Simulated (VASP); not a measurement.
# I (Cmce) in VASP: a series of runs

Runs on I. Level: PBE+D3(BJ). Tasks: single point.

All numbers are computed with VASP 6.6.1; they aren't measurements. Logs are shortened: lines on timing, memory, paths and dates and some standing lists are left out, and cuts for length are marked.

## 1. The cell of the first run

It takes space group Cmce (No. 64, orthorhombic). The conventional cell has a = 7.270 Å, b = 4.790 Å, c = 9.793 Å, α = 90.00°, β = 90.00°, γ = 90.00°. Within 3.7 Å of I (site symmetry m) lie 3 I at 2.80 to 3.47 Å.

## 2. Single point, PBE+D3(BJ)

File INCAR:

```
SYSTEM = I
PREC = Accurate
ENCUT = 520
EDIFF = 1E-6
ISMEAR = 0
SIGMA = 0.02
LREAL = .FALSE.
LASPH = .TRUE.
NELM = 100
ALGO = Normal
ISIF = 2
LWAVE = .FALSE.
LCHARG = .FALSE.
GGA = PE
IVDW = 12
NBANDS = 22
```

File KPOINTS:

```
regular mesh
0
G
  8 8 4
  0 0 0
```

File POSCAR:

```
I
1.0
    3.6350350000     -2.3950200000      0.0000000000
    3.6350350000      2.3950200000      0.0000000000
    0.0000000000      0.0000000000      9.7934400000
I
4
Direct
    0.8458483153      0.1541516847      0.8785268385
    0.3458483153      0.6541516847      0.6214731615
    0.1541516847      0.8458483153      0.1214731615
    0.6541516847      0.3458483153      0.3785268385
```

Potentials or basis: VASP PAW PBE potentials, release 64 (I).

On the command line:

```bash
$ cat potpaw_PBE.64/I/POTCAR > POTCAR
$ mpirun -np 1 vasp_std > vasp.out
```

OUTCAR:

```text
SYSTEM = I
   PREC = Accurate
   ENCUT = 520
   EDIFF = 1E-6
   ISMEAR = 0
   LREAL = .FALSE.
   LASPH = .TRUE.
   NELM = 100
   ISIF = 2
   GGA = PE
   IVDW = 12
 IVDW          = 12

 ion  position               nearest neighbor table
   1  0.846  0.154  0.879-   3 2.80   2 3.47   2 3.47
   2  0.346  0.654  0.621-   4 2.80   1 3.47   1 3.47
   3  0.154  0.846  0.121-   1 2.80   4 3.47   4 3.47
   4  0.654  0.346  0.379-   2 2.80   3 3.47   3 3.47

  LATTYP: Found a base centered orthorhombic cell.
 ALAT       =     4.7900400000
 B/A-ratio  =     1.5177472422
 C/A-ratio  =     2.0445424255

  Lattice vectors:

 A1 = (  -3.6350350000,  -2.3950200000,   0.0000000000)
 A2 = (   3.6350350000,  -2.3950200000,   0.0000000000)
 A3 = (   0.0000000000,   0.0000000000,   9.7934400000)

Analysis of symmetry for initial positions (statically):
=====================================================================
 Subroutine PRICEL returns:
 Original cell was already a primitive cell.

 Routine SETGRP: Setting up the symmetry group for a
 base centered orthorhombic supercell.

 Subroutine GETGRP returns: Found  8 space group operations
 (whereof  4 operations were pure point group operations)
 out of a pool of  8 trial point group operations.

The static configuration has the point symmetry C_2h.
 The point group associated with its full space group is D_2h.

Analysis of symmetry for dynamics (positions and initial velocities):
=====================================================================
 Subroutine PRICEL returns:
 Original cell was already a primitive cell.

 Routine SETGRP: Setting up the symmetry group for a
 base centered orthorhombic supercell.

 Subroutine GETGRP returns: Found  8 space group operations
 (whereof  4 operations were pure point group operations)
 out of a pool of  8 trial point group operations.

The dynamic configuration has the point symmetry C_2h.
 The point group associated with its full space group is D_2h.

 Subroutine INISYM returns: Found  8 space group operations
 (whereof  4 operations are pure point group operations),
 and found     1 'primitive' translations

----------------------------------------------------------------------------------------

                                     Primitive cell

  volume of cell :     170.5230

  direct lattice vectors                    reciprocal lattice vectors
     3.635035000 -2.395020000  0.000000000     0.137550257 -0.208766524  0.000000000
     3.635035000  2.395020000  0.000000000     0.137550257  0.208766524  0.000000000
     0.000000000  0.000000000  9.793440000     0.000000000  0.000000000  0.102109167

  length of vectors
     4.353113857  4.353113857  9.793440000     0.250007070  0.250007070  0.102109167

  position of ions in fractional coordinates (direct lattice)
     0.845848315  0.154151685  0.878526839
     0.345848315  0.654151685  0.621473161
     0.154151685  0.845848315  0.121473161
     0.654151685  0.345848315  0.378526839

  ion indices of the primitive-cell ions
   primitive index   ion index
                 1           1
                 2           2
                 3           3
                 4           4

----------------------------------------------------------------------------------------

 KPOINTS: regular mesh

Automatic generation of k-mesh.
 Grid dimensions read from file:
 generate k-points for:    8    8    4

 Generating k-lattice:

  Cartesian coordinates                     Fractional coordinates (reciprocal lattice)
     0.017193782 -0.026095815  0.000000000     0.125000000  0.000000000  0.000000000
     0.017193782  0.026095815  0.000000000     0.000000000  0.125000000  0.000000000
     0.000000000  0.000000000  0.025527292     0.000000000  0.000000000  0.250000000

  Length of vectors
     0.031250884  0.031250884  0.025527292

  Shift w.r.t. Gamma in fractional coordinates (k-lattice)
     0.000000000  0.000000000  0.000000000

 Subroutine IBZKPT returns following result:
 ===========================================

 Found     63 irreducible k-points:

 Following reciprocal coordinates:
            Coordinates               Weight
  0.000000  0.000000  0.000000      1.000000
  0.125000  0.000000  0.000000      4.000000
  0.250000  0.000000  0.000000      4.000000
  0.375000  0.000000  0.000000      4.000000
  0.500000  0.000000  0.000000      2.000000
  0.125000  0.125000  0.000000      2.000000
[... 16 lines left out ...]
  0.125000  0.000000  0.250000      8.000000
  0.250000  0.000000  0.250000      8.000000
 [... further k-points ...]
   k-points           NKPTS =     63   k-points in BZ     NKDIM =     63   number of bands    NBANDS=     22
   number of dos      NEDOS =    301   number of ions     NIONS =      4
   total plane-waves  NPLWV =  81920
   dimension x,y,z NGX =    32 NGY =   32 NGZ =   80
   dimension x,y,z NGXF=    64 NGYF=   64 NGZF=  160
   ions per type =               4
   NGX,Y,Z   is equivalent  to a cutoff of  12.22, 12.22, 13.58 a.u.
   NGXF,Y,Z  is equivalent  to a cutoff of  24.44, 24.44, 27.16 a.u.
 SYSTEM =  I
   PREC   = accura    normal or accurate (medium, high low for compatibility)
   ISTART =      0    job   : 0-new  1-cont  2-samecut
   ICHARG =      2    charge: 1-file 2-atom 10-const
   ISPIN  =      1    spin polarized calculation?
   LNONCOLLINEAR =      F non collinear calculations
   LSORBIT =      F    spin-orbit coupling
   LASPH  =      T    aspherical Exc in radial PAW
   ENCUT  =  520.0 eV  38.22 Ry    6.18 a.u.   8.09  8.09 18.21*2*pi/ulx,y,z
   NELM   =    100;   NELMIN=  2; NELMDL= -5     # of ELM steps
   EDIFF  = 0.1E-05   stopping-criterion for ELM
   LREAL  =      F    real-space projection
   EDIFFG = 0.1E-04   stopping-criterion for IOM
   NSW    =      0    number of steps for IOM
   IBRION =     -1    ionic relax: 0-MD 1-quasi-New 2-CG
   NFREE  =      0    steps in history (QN), initial steepest desc. (CG)
   ISIF   =      2    stress and relaxation
   ISYM   =      2    0-nonsym 1-usesym 2-fastsym
   POTIM  = 0.5000    time-step for ionic-motion
   TEBEG  =    0.0;   TEEND  =   0.0 temperature during run
   PSTRESS=    0.0 pullay stress
   NELECT =      28.0000    total number of electrons
   NUPDOWN=      -1.0000    fix difference up-down
   EMIN   =  10.00;   EMAX   =-10.00  energy-range for DOS
   EFERMI =   0.00;   METHOD = LEGACY
   ISMEAR =     0;   SIGMA  =   0.02  broadening in eV -4-tet -1-fermi 0-gaus
   EFERMI_NEDOS =   21; number of points for ismear=-14 and -15
   IALGO  =     38    algorithm
   IMIX   =      4    mixing-type and parameters
     AMIX     =   0.40;   BMIX     =  1.00
     AMIX_MAG =   1.60;   BMIX_MAG =  1.00
  volume/ion in A,a.u.               =      42.63       287.69
  Fermi-wavevector in a.u.,A,eV,Ry     =   0.896465  1.694073 10.934307  0.803649
  Thomas-Fermi vector in A             =   2.018926
   LORBIT       =      0    0 simple, 1 ext, 2 COOP (PROOUT), +10 PAW based schemes
   GGA     = PE    functional components
   LHFCALC =     F    Hartree Fock is set to
   AEXX    =    0.0000 exact exchange contribution
   IVDW    =    12    specifies the selected vdW correction
   LEPSILON=     F    determine dielectric tensor
   LRPA    =     F    only Hartree local field effects (RPA)
 non-spin polarized calculation
 Gauss-broadening in eV      SIGMA  =   0.02
  energy-cutoff  :      520.00
  volume of cell :      170.52
 maximum number of plane-waves:      4632
   NGX = 17   NGY = 17   NGZ = 37

 number of electron      28.0000002 magnetization

 Free energy of the ion-electron system (eV)
  ---------------------------------------------------
  ext. energy  EPLUGINS =         0.00000000
  ---------------------------------------------------
  free energy    TOTEN  =        -5.97929459 eV

  energy without entropy =       -5.97929459  energy(sigma->0) =       -5.97929459

 E-fermi :   2.6250     XC(G=0):  -8.0425

 val. band max:        2.4783991748   @ k =   0.5000   0.0000   0.5000
 cond. band min:       3.4787297050   @ k =   0.5000   0.5000   0.2500
 fundamental gap:      1.0003305301
 Fermi energy:         2.6249923122

 k-point     1 :       0.0000    0.0000    0.0000
  band No.  band energies     occupation
      1     -10.8289      2.00000
      2     -10.2168      2.00000
      3      -9.2338      2.00000
      4      -8.1514      2.00000
      5      -1.8414      2.00000
      6      -0.4914      2.00000
[... 14 lines left out ...]
     21       9.7658      0.00000
     22       9.9552      0.00000

 k-point     2 :       0.1250    0.0000    0.0000
  band No.  band energies     occupation
      1     -10.7756      2.00000
      2     -10.2010      2.00000
      3      -9.1908      2.00000
      4      -8.1940      2.00000
      5      -1.8276      2.00000
      6      -0.6504      2.00000
[... 14 lines left out ...]
     21       9.5772      0.00000
     22       9.8123      0.00000

 k-point     3 :       0.2500    0.0000    0.0000
  band No.  band energies     occupation
      1     -10.6305      2.00000
      2     -10.1721      2.00000
      3      -9.0719      2.00000
      4      -8.3168      2.00000
      5      -1.8342      2.00000
      6      -1.1097      2.00000
[... 14 lines left out ...]
     21       9.8488      0.00000
     22      10.2644      0.00000
[... 476 lines left out ...]
 k-point    23 :       0.1250    0.0000    0.2500
  band No.  band energies     occupation
      1     -10.7183      2.00000
      2     -10.3335      2.00000
      3      -9.0021      2.00000
      4      -8.3197      2.00000
      5      -1.6914      2.00000
      6      -0.9022      2.00000
[... 14 lines left out ...]
     21       9.6624      0.00000
     22       9.7461      0.00000

 k-point    24 :       0.2500    0.0000    0.2500
  band No.  band energies     occupation
      1     -10.5815      2.00000
      2     -10.2687      2.00000
      3      -8.9348      2.00000
      4      -8.4124      2.00000
      5      -1.7450      2.00000
      6      -1.2031      2.00000
[... 14 lines left out ...]
     21       9.7900      0.00000
     22      10.0430      0.00000

 [... further k-points ...]

------------------------ aborting loop because EDIFF is reached ----------------------------------------

 Edisp (eV)   -1.21012

 E8    (eV) :    -0.5409

  FORCE on cell =-STRESS in cart. coord.  units (eV):
  Direction    XX          YY          ZZ          XY          YZ          ZX
  --------------------------------------------------------------------------------------
  -------------------------------------------------------------------------------------
  Total      -0.06671    -1.57586    -1.86063     0.00000    -0.00000     0.00000
  in kB      -0.62677   -14.80625   -17.48183     0.00000    -0.00000     0.00000
  external pressure =      -10.97 kB  Pullay stress =        0.00 kB

 VOLUME and BASIS-vectors are now :
 -----------------------------------------------------------------------------
  energy-cutoff  :      520.00
  volume of cell :      170.52
      direct lattice vectors                 reciprocal lattice vectors
     3.635035000 -2.395020000  0.000000000     0.137550257 -0.208766524  0.000000000
     3.635035000  2.395020000  0.000000000     0.137550257  0.208766524  0.000000000
     0.000000000  0.000000000  9.793440000     0.000000000  0.000000000  0.102109167

 POSITION                                       TOTAL-FORCE (eV/Angst)
 -----------------------------------------------------------------------------------
      3.63503     -1.65663      8.60380         0.000000     -0.011981      0.019046
      3.63504      0.73839      6.08636         0.000000     -0.011981     -0.019046
      3.63503      1.65663      1.18964         0.000000      0.011981     -0.019046
      3.63504     -0.73839      3.70708         0.000000      0.011981      0.019046
 -----------------------------------------------------------------------------------
    total drift:                               -0.000000      0.000000     -0.000000

  FREE ENERGIE OF THE ION-ELECTRON SYSTEM (eV)
  ---------------------------------------------------
  free  energy   TOTEN  =        -7.1894114839 eV

  energy  without entropy=       -7.1894114839  energy(sigma->0) =       -7.18941148
```

Wall time 2.7 min (1 thread of Intel Xeon Platinum 8259CL at 2.50GHz (Skylake/Cascade Lake), shared host); peak memory 0.37 GiB.

Results:

| Item | Value |
| --- | --- |
| Free energy | -7.1894 eV |
| Pressure | -1.1 GPa |
| Largest force | 0.023 eV/Å |
| Band gap on the k mesh | 1.00 eV (least direct gap 1.20 eV) |
| Dispersion energy per atom | -0.303 eV |

Forces on the atoms (eV/Å):
```
I    0.000 -0.012  0.019
I    0.000 -0.012 -0.019
I    0.000  0.012 -0.019
I    0.000  0.012  0.019
```

Stress tensor (GPa, compression positive):
```
-0.06  0.00  0.00
 0.00 -1.48  0.00
 0.00  0.00 -1.75
```

Caveat: spin-orbit coupling is left out, which moves the levels of the heavy elements. A k mesh can miss the band edges.

## 3. Single point, PBE+D3(BJ) (43.67 Å³/atom)

This run uses another cell than the first one, of 43.67 Å³/atom.

File INCAR:

```
ALGO = Normal
EDIFF = 1E-7
ENCUT = 520
GGA = PE
ISIF = 2
ISMEAR = 0
IVDW = 12
LASPH = True
LCHARG = False
LREAL = False
LWAVE = False
NBANDS = 22
NELM = 60
PREC = Accurate
SIGMA = 0.02
```

File KPOINTS:

```
k-points
0
Gamma
  8 8 4
```

File POSCAR:

```
I
1.0
    3.9113777337     -2.2920648221      0.0000000000
    3.9113777337      2.2920648221      0.0000000000
    0.0000000000      0.0000000000      9.7432420855
I
4
Direct
    0.8355952222      0.1644047778      0.8780526937
    0.3355952222      0.6644047778      0.6219473063
    0.1644047778      0.8355952222      0.1219473063
    0.6644047778      0.3355952222      0.3780526937
```

Potentials or basis: VASP PAW PBE potentials, release 64 (I).

On the command line:

```bash
$ cat potpaw_PBE.64/I/POTCAR > POTCAR
$ mpirun -np 1 vasp_std > vasp.out
```

It took 3.2 min on 1 thread of Intel Xeon Platinum 8259CL at 2.50GHz (Skylake/Cascade Lake), shared host; peak memory 0.4 GiB.

It converged, with:

```yaml
Free_energy: -7.2166 eV
Pressure: -0.8 GPa
Largest_force: 0.010 eV/Å
Band_gap_on_the_k_mesh: 0.96 eV (least direct gap 1.11 eV)
Dispersion_energy_per_atom: -0.291 eV
```

Forces on the atoms (eV/Å):
```
I    0.000 -0.009  0.004
I    0.000 -0.009 -0.004
I    0.000  0.009 -0.004
I    0.000  0.009  0.004
```

Stress tensor (GPa, compression positive):
```
-0.76  0.00  0.00
 0.00 -0.83  0.00
 0.00  0.00 -0.85
```

Levels at points of the mesh, in eV from the valence-band top:
```csv
k point,band 10,band 11,band 12,band 13,band 14,band 15,band 16,band 17,band 18,band 19
"(0.00, 0.00, 0.00)",-1.36,-1.08,-0.67,-0.48,0.00,1.11,1.88,5.01,5.04,5.58
"(0.50, 0.00, 0.00)",-1.72,-1.52,-1.52,-0.74,-0.74,2.14,2.14,5.34,5.34,7.20
"(0.50, 0.50, 0.00)",-1.97,-1.67,-1.46,-0.82,-0.30,1.01,1.68,4.95,6.13,6.17
"(0.00, 0.00, 0.50)",-1.35,-0.86,-0.86,-0.19,-0.19,1.26,1.26,5.47,5.47,5.90
"(0.50, 0.00, 0.50)",-1.77,-0.86,-0.86,0.00,0.00,1.33,1.33,5.75,5.75,6.33
"(0.50, 0.50, 0.50)",-1.83,-1.08,-1.08,-0.98,-0.98,1.13,1.13,5.93,5.93,7.01
```

Caveat: spin-orbit coupling is left out, which moves the levels of the heavy elements. A k mesh can miss the band edges.
